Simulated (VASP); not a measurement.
A run of VASP 6.6.1:

INCAR

```
ALGO = Normal
EDIFF = 1E-6
ENCUT = 520
GGA = PE
ISIF = 2
ISMEAR = -1
LASPH = True
LCHARG = False
LREAL = False
LWAVE = False
NBANDS = 21
NELM = 100
PREC = Accurate
SIGMA = 0.05
```

File KPOINTS:

```
k-points
0
Gamma
  9 9 5
```

POSCAR

```
Pb
1.0
    3.4329672075      0.0000000000      0.0000000000
   -1.7164836037      2.9730368121      0.0000000000
    0.0000000000      0.0000000000      5.5144501982
Pb
2
Direct
    0.6666666667      0.3333333333      0.7500000000
    0.3333333333      0.6666666667      0.2500000000
```

Potentials or basis: VASP PAW PBE potentials, release 64 (Pb_d).

Command:

```bash
$ cat potpaw_PBE.64/Pb_d/POTCAR > POTCAR
$ mpirun -np 1 vasp_std > vasp.out
```

Hardware: 1 thread of Intel(R) Xeon(R) Platinum 8259CL CPU @ 2.50GHz (Skylake/Cascade Lake), on a shared host.

Task: How long does it take, and how much memory?

Result: It took 36 s on 1 thread of Intel(R) Xeon(R) Platinum 8259CL CPU @ 2.50GHz (Skylake/Cascade Lake) (shared host), peak memory 0.19 GiB. Counts: scf iterations 11, k points 36.
